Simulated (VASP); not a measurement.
# Al5GaN6 (Cmmm) in VASP: relaxation of cell and atoms with PBE

Aim: the relaxation of cell and atoms of Al5GaN6 with PBE.

The COD entry that gives the cell may itself be a prediction, so a difference from it is no test against experiment.

All numbers are computed with VASP 6.6.1; they aren't measurements. Logs are shortened: lines on timing, memory, paths and dates and some standing lists are left out, and cuts for length are marked.

## 1. The cell of the first run

It takes space group Cmmm (No. 65, orthorhombic). The conventional cell has a = 4.107 Å, b = 12.322 Å, c = 4.106 Å, α = 90.00°, β = 90.00°, γ = 90.00°. Al (site symmetry m2m) has 6 N at 2.05 to 2.07 Å within 2.7 Å. Within 2.7 Å of Al (site symmetry m2m) lie 6 N at 2.01 to 2.05 Å. Within 2.7 Å of Al (site symmetry mmm) lie 6 N at 2.04 to 2.05 Å. Ga (site symmetry mmm) has 6 N at 2.05 to 2.10 Å within 2.7 Å. Within 2.7 Å of N (site symmetry m2m) lie 5 Al at 2.01 to 2.05 Å and 1 Ga at 2.10 Å. N (site symmetry m2m) has 6 Al at 2.04 to 2.05 Å within 2.7 Å. Within 2.7 Å of N (site symmetry mmm) lie 4 Al at 2.05 Å and 2 Ga at 2.05 Å. N (site symmetry mmm) has 2 Ga at 2.05 Å and 4 Al at 2.05 to 2.07 Å within 2.7 Å.

## 2. Relaxation of cell and atoms, PBE

Contents of INCAR:

```
PREC     = Accurate       # precision mode
ENCUT    = 600            # plane-wave cutoff, eV
EDIFF    = 1E-6           # SCF threshold, eV
ISMEAR   = 0              # smearing method
SIGMA    = 0.02           # smearing width, eV
LREAL    = False          # projectors in reciprocal space
LASPH    = True           # aspherical terms in the spheres
NELM     = 100            # most SCF steps
ALGO     = Normal         # electronic algorithm
ISIF     = 3              # what is computed and relaxed
LWAVE    = False          # write WAVECAR
LCHARG   = False          # write CHGCAR
GGA      = PE             # functional
IBRION   = 2              # ionic algorithm
NSW      = 100            # ionic steps
EDIFFG   = -0.01          # ionic threshold
```

Contents of KPOINTS:

```
regular mesh
0
Gamma
  6 6 6
```

Contents of POSCAR:

```
Al5GaN6
1.0
    2.0535683033     -6.1607581313      0.0000000000
    2.0535683033      6.1607581313      0.0000000000
    0.0000000000      0.0000000000      4.1058189991
Al Ga N
5 1 6
Direct
    0.3323572395      0.6676427605      0.0000000000
    0.8333683511      0.1666316489      0.5000000000
    0.6676427605      0.3323572395      0.0000000000
    0.1666316489      0.8333683511      0.5000000000
    0.0000000000      0.0000000000      0.0000000000
    0.5000000000      0.5000000000      0.5000000000
    0.6702811232      0.3297188768      0.5000000000
    0.1659184410      0.8340815590      0.0000000000
    0.0000000000      0.0000000000      0.5000000000
    0.5000000000      0.5000000000      0.0000000000
    0.3297188768      0.6702811232      0.5000000000
    0.8340815590      0.1659184410      0.0000000000
```

Potentials or basis: VASP PAW PBE potentials, release 64 (Al, Ga_d, N).

Run with:

```
$ cat potpaw_PBE.64/Al/POTCAR potpaw_PBE.64/Ga_d/POTCAR potpaw_PBE.64/N/POTCAR > POTCAR
$ mpirun -np 1 vasp_std > vasp.out
```

OUTCAR:

```text
PREC = Accurate
   ENCUT = 600
   EDIFF = 1E-6
   ISMEAR = 0
   LREAL = False
   LASPH = True
   NELM = 100
   ISIF = 3
   GGA = PE
   IBRION = 2
   NSW = 100
   EDIFFG = -0.01

 ion  position               nearest neighbor table
   1  0.332  0.668  0.000-   8 2.05  11 2.05  11 2.05  12 2.05  12 2.05  10 2.07   3 2.89   3 2.89
                             4 2.90   4 2.90   2 2.90   2 2.90   2 2.90   2 2.90   6 2.91   6 2.91
   2  0.833  0.167  0.500-   7 2.01  12 2.05  12 2.05   9 2.05  11 2.05  11 2.05   3 2.90   3 2.90
                             5 2.90   5 2.90   1 2.90   1 2.90   1 2.90   1 2.90   6 2.90   6 2.90
   3  0.668  0.332  0.000-  12 2.05   7 2.05   7 2.05   8 2.05   8 2.05  10 2.07   1 2.89   1 2.89
                             2 2.90   2 2.90   4 2.90   4 2.90   4 2.90   4 2.90   6 2.91   6 2.91
   4  0.167  0.833  0.500-  11 2.01   8 2.05   8 2.05   9 2.05   7 2.05   7 2.05   1 2.90   1 2.90
                             5 2.90   5 2.90   3 2.90   3 2.90   3 2.90   3 2.90   6 2.90   6 2.90
   5  0.000  0.000  0.000-   8 2.04  12 2.04   9 2.05   9 2.05  10 2.05  10 2.05   2 2.90   4 2.90
                             2 2.90   4 2.90   6 2.90   6 2.90   6 2.90   6 2.90   1 2.91   1 2.91
   6  0.500  0.500  0.500-  10 2.05  10 2.05   9 2.05   9 2.05   7 2.10  11 2.10   5 2.90   5 2.90
                             5 2.90   5 2.90   2 2.90   2 2.90   4 2.90   4 2.90   3 2.91   3 2.91
   7  0.670  0.330  0.500-   2 2.01   3 2.05   3 2.05   4 2.05   4 2.05   6 2.10
   8  0.166  0.834  0.000-   5 2.04   1 2.05   4 2.05   4 2.05   3 2.05   3 2.05
   9  0.000  0.000  0.500-   5 2.05   5 2.05   2 2.05   4 2.05   6 2.05   6 2.05
  10  0.500  0.500  0.000-   6 2.05   6 2.05   5 2.05   5 2.05   1 2.07   3 2.07
  11  0.330  0.670  0.500-   4 2.01   1 2.05   1 2.05   2 2.05   2 2.05   6 2.10
  12  0.834  0.166  0.000-   5 2.04   3 2.05   2 2.05   2 2.05   1 2.05   1 2.05

  LATTYP: Found a base centered orthorhombic cell.
 ALAT       =     4.1071366066
 B/A-ratio  =     3.0000259165
 C/A-ratio  =     0.9996791907

  Lattice vectors:

 A1 = (   2.0535683033,  -6.1607581313,   0.0000000000)
 A2 = (   2.0535683033,   6.1607581313,   0.0000000000)
 A3 = (   0.0000000000,   0.0000000000,   4.1058189991)

Analysis of symmetry for initial positions (statically):
=====================================================================
 Subroutine PRICEL returns:
 Original cell was already a primitive cell.

 Routine SETGRP: Setting up the symmetry group for a
 base centered orthorhombic supercell.

 Subroutine GETGRP returns: Found  8 space group operations
 (whereof  8 operations were pure point group operations)
 out of a pool of  8 trial point group operations.

The static configuration has the point symmetry D_2h.

Analysis of symmetry for dynamics (positions and initial velocities):
=====================================================================
 Subroutine PRICEL returns:
 Original cell was already a primitive cell.

 Routine SETGRP: Setting up the symmetry group for a
 base centered orthorhombic supercell.

 Subroutine GETGRP returns: Found  8 space group operations
 (whereof  8 operations were pure point group operations)
 out of a pool of  8 trial point group operations.

The dynamic configuration has the point symmetry D_2h.

 Subroutine INISYM returns: Found  8 space group operations
 (whereof  8 operations are pure point group operations),
 and found     1 'primitive' translations

----------------------------------------------------------------------------------------

                                     Primitive cell

  volume of cell :     103.8898

  direct lattice vectors                    reciprocal lattice vectors
     2.053568303 -6.160758131  0.000000000     0.243478631 -0.081158843  0.000000000
     2.053568303  6.160758131  0.000000000     0.243478631  0.081158843  0.000000000
     0.000000000  0.000000000  4.105818999     0.000000000  0.000000000  0.243556767

  length of vectors
     6.494003659  6.494003659  4.105818999     0.256648791  0.256648791  0.243556767

  position of ions in fractional coordinates (direct lattice)
     0.332357239  0.667642761  0.000000000
     0.833368351  0.166631649  0.500000000
     0.667642761  0.332357239  0.000000000
     0.166631649  0.833368351  0.500000000
     0.000000000  0.000000000  0.000000000
     0.500000000  0.500000000  0.500000000
     0.670281123  0.329718877  0.500000000
     0.165918441  0.834081559  0.000000000
     0.000000000  0.000000000  0.500000000
     0.500000000  0.500000000  0.000000000
     0.329718877  0.670281123  0.500000000
     0.834081559  0.165918441  0.000000000

  ion indices of the primitive-cell ions
   primitive index   ion index
                 1           1
                 2           2
                 3           3
                 4           4
                 5           5
                 6           6
                 7           7
                 8           8
                 9           9
                10          10
                11          11
                12          12

----------------------------------------------------------------------------------------

 KPOINTS: regular mesh

Automatic generation of k-mesh.
 Grid dimensions read from file:
 generate k-points for:    6    6    6

 Generating k-lattice:

  Cartesian coordinates                     Fractional coordinates (reciprocal lattice)
     0.040579772 -0.013526474  0.000000000     0.166666667 -0.000000000  0.000000000
     0.040579772  0.013526474  0.000000000    -0.000000000  0.166666667  0.000000000
     0.000000000  0.000000000  0.040592794     0.000000000  0.000000000  0.166666667

  Length of vectors
     0.042774798  0.042774798  0.040592794

  Shift w.r.t. Gamma in fractional coordinates (k-lattice)
     0.000000000  0.000000000  0.000000000

 Subroutine IBZKPT returns following result:
 ===========================================

 Found     52 irreducible k-points:

 Following reciprocal coordinates:
            Coordinates               Weight
  0.000000  0.000000  0.000000      1.000000
  0.166667  0.000000  0.000000      4.000000
  0.333333  0.000000  0.000000      4.000000
  0.500000  0.000000  0.000000      2.000000
  0.166667  0.166667  0.000000      2.000000
  0.333333  0.166667  0.000000      4.000000
[... 16 lines left out ...]
  0.333333  0.333333  0.166667      4.000000
  0.500000  0.333333  0.166667      8.000000
 [... further k-points ...]
   k-points           NKPTS =     52   k-points in BZ     NKDIM =     52   number of bands    NBANDS=     36
   number of dos      NEDOS =    301   number of ions     NIONS =     12
   total plane-waves  NPLWV = 104976
   dimension x,y,z NGX =    54 NGY =   54 NGZ =   36
   dimension x,y,z NGXF=   108 NGYF=  108 NGZF=   72
   ions per type =               5   1   6
   NGX,Y,Z   is equivalent  to a cutoff of  13.82, 13.82, 14.58 a.u.
   NGXF,Y,Z  is equivalent  to a cutoff of  27.65, 27.65, 29.15 a.u.
 SYSTEM =  unknown system
   PREC   = accura    normal or accurate (medium, high low for compatibility)
   ISTART =      0    job   : 0-new  1-cont  2-samecut
   ICHARG =      2    charge: 1-file 2-atom 10-const
   ISPIN  =      1    spin polarized calculation?
   LNONCOLLINEAR =      F non collinear calculations
   LSORBIT =      F    spin-orbit coupling
   LASPH  =      T    aspherical Exc in radial PAW
   ENCUT  =  600.0 eV  44.10 Ry    6.64 a.u.  12.97 12.97  8.20*2*pi/ulx,y,z
   NELM   =    100;   NELMIN=  2; NELMDL= -5     # of ELM steps
   EDIFF  = 0.1E-05   stopping-criterion for ELM
   LREAL  =      F    real-space projection
   EDIFFG = -.1E-01   stopping-criterion for IOM
   NSW    =    100    number of steps for IOM
   IBRION =      2    ionic relax: 0-MD 1-quasi-New 2-CG
   NFREE  =      1    steps in history (QN), initial steepest desc. (CG)
   ISIF   =      3    stress and relaxation
   ISYM   =      2    0-nonsym 1-usesym 2-fastsym
   POTIM  = 0.5000    time-step for ionic-motion
   TEBEG  =    0.0;   TEEND  =   0.0 temperature during run
   PSTRESS=    0.0 pullay stress
   NELECT =      58.0000    total number of electrons
   NUPDOWN=      -1.0000    fix difference up-down
   EMIN   =  10.00;   EMAX   =-10.00  energy-range for DOS
   EFERMI =   0.00;   METHOD = LEGACY
   ISMEAR =     0;   SIGMA  =   0.02  broadening in eV -4-tet -1-fermi 0-gaus
   EFERMI_NEDOS =   21; number of points for ismear=-14 and -15
   IALGO  =     38    algorithm
   IMIX   =      4    mixing-type and parameters
     AMIX     =   0.40;   BMIX     =  1.00
     AMIX_MAG =   1.60;   BMIX_MAG =  1.00
  volume/ion in A,a.u.               =       8.66        58.42
  Fermi-wavevector in a.u.,A,eV,Ry     =   1.348010  2.547370 24.723569  1.817131
  Thomas-Fermi vector in A             =   2.475714
   LORBIT       =      0    0 simple, 1 ext, 2 COOP (PROOUT), +10 PAW based schemes
   GGA     = PE    functional components
   LHFCALC =     F    Hartree Fock is set to
   AEXX    =    0.0000 exact exchange contribution
   IVDW    =     0    specifies the selected vdW correction
   LEPSILON=     F    determine dielectric tensor
   LRPA    =     F    only Hartree local field effects (RPA)
 conjugate gradient relaxation of ions
 non-spin polarized calculation
 Gauss-broadening in eV      SIGMA  =   0.02
  energy-cutoff  :      600.00
  volume of cell :      103.89
 maximum number of plane-waves:      3536
 NGX is ok and might be reduce to    54
   NGX = 25   NGY = 25   NGZ = 17

--------------------------------------- Ionic step        1  -------------------------------------------

 number of electron      58.0000005 magnetization

 Free energy of the ion-electron system (eV)
  ---------------------------------------------------
  ext. energy  EPLUGINS =         0.00000000
  ---------------------------------------------------
  free energy    TOTEN  =       -83.68968184 eV

  energy without entropy =      -83.68968184  energy(sigma->0) =      -83.68968184

------------------------ aborting loop because EDIFF is reached ----------------------------------------

  FORCE on cell =-STRESS in cart. coord.  units (eV):
  Direction    XX          YY          ZZ          XY          YZ          ZX
  --------------------------------------------------------------------------------------
  -------------------------------------------------------------------------------------
  Total       -0.1394566     -0.0905529     -0.1371727      0.0000000      0.0000000      0.0000000
  in kB       -2.1506844     -1.3964958     -2.1154624      0.0000000      0.0000000      0.0000000
  external PRESSURE =      -1.8875475 kB  Pullay stress =       0.0000000 kB
[... 77 lines left out ...]
  energy  without entropy=      -83.6897508528  energy(sigma->0) =      -83.68975085

--------------------------------------- Ionic step        3  -------------------------------------------

 number of electron      58.0000005 magnetization

 Free energy of the ion-electron system (eV)
  ---------------------------------------------------
  ext. energy  EPLUGINS =         0.00000000
  ---------------------------------------------------
  free energy    TOTEN  =       -83.68977611 eV

  energy without entropy =      -83.68977611  energy(sigma->0) =      -83.68977611

 E-fermi :   9.3977     XC(G=0): -12.3254

 val. band max:        9.2934465678   @ k =   0.5000   0.0000   0.5000
 cond. band min:      12.0689659482   @ k =   0.5000   0.5000   0.0000
 fundamental gap:      2.7755193804
 Fermi energy:         9.3977465068

 k-point     1 :       0.0000    0.0000    0.0000
  band No.  band energies     occupation
      1      -8.0089      2.00000
      2      -6.0011      2.00000
      3      -5.6517      2.00000
      4      -5.2738      2.00000
      5      -4.3997      2.00000
      6      -4.3926      2.00000
[... 925 lines left out ...]
     35      16.2504      0.00000
     36      16.4187      0.00000

 [... further k-points ...]
[... 5 lines left out ...]
  --------------------------------------------------------------------------------------
  -------------------------------------------------------------------------------------
  Total       -0.0011591      0.0277098     -0.0005540     -0.0000000      0.0000000      0.0000000
  in kB       -0.0178928      0.4277608     -0.0085518     -0.0000000      0.0000000      0.0000000
  external PRESSURE =       0.1337721 kB  Pullay stress =       0.0000000 kB
[... 27 lines left out ...]
  FREE ENERGIE OF THE ION-ELECTRON SYSTEM (eV)
  ---------------------------------------------------
  free  energy   TOTEN  =       -83.6897761108 eV

  energy  without entropy=      -83.6897761108  energy(sigma->0) =      -83.68977611

 reached required accuracy - stopping structural energy minimisation
```

It took 18 min on 1 thread of Intel Xeon 8259CL, shared host; peak memory 0.47 GiB.

Results:

```yaml
Free_energy: -83.6898 eV
Relaxed_volume: 8.65 Å³/atom
Relaxed_cell: a = 6.492 Å, b = 6.492 Å, c = 4.104 Å, α = 90.00°, β = 90.00°, γ = 143.13°
Space_group_after_relaxing_to_0.05_Å: Cmmm (No. 65)
Energy_gained_by_relaxing: 0.0 meV/atom
Ionic_steps: 3
Pressure_after_relaxing: 0.0 GPa
Largest_force_after_relaxing: 0.010 eV/Å
Band_gap_on_the_k_mesh: 2.78 eV, indirect (least direct gap 3.04 eV)
```

Forces on the atoms (eV/Å):
```
Al   0.000  0.005  0.000
Al   0.000  0.004  0.000
Al   0.000 -0.005  0.000
Al   0.000 -0.004  0.000
Al   0.000  0.000  0.000
Ga   0.000  0.000  0.000
N    0.000 -0.010  0.000
N    0.000  0.003  0.000
N    0.000  0.000  0.000
N    0.000  0.000  0.000
N    0.000  0.010  0.000
N    0.000 -0.003  0.000
```

Final structure:
```cif
data_structure
_symmetry_space_group_name_H-M 'P 1'
_symmetry_Int_Tables_number 1
_cell_length_a 6.4923
_cell_length_b 6.4923
_cell_length_c 4.1043
_cell_angle_alpha 90.000
_cell_angle_beta 90.000
_cell_angle_gamma 143.135
_cell_volume 103.79
loop_
_atom_site_label
_atom_site_type_symbol
_atom_site_fract_x
_atom_site_fract_y
_atom_site_fract_z
_atom_site_occupancy
Al1 Al 0.33235 0.66765 0.00000 1
Al2 Al 0.83335 0.16665 0.50000 1
Al3 Al 0.66765 0.33235 0.00000 1
Al4 Al 0.16665 0.83335 0.50000 1
Al5 Al 0.00000 0.00000 0.00000 1
Ga1 Ga 0.50000 0.50000 0.50000 1
N1 N 0.67035 0.32965 0.50000 1
N2 N 0.16592 0.83408 0.00000 1
N3 N 0.00000 0.00000 0.50000 1
N4 N 0.50000 0.50000 0.00000 1
N5 N 0.32965 0.67035 0.50000 1
N6 N 0.83408 0.16592 0.00000 1
```
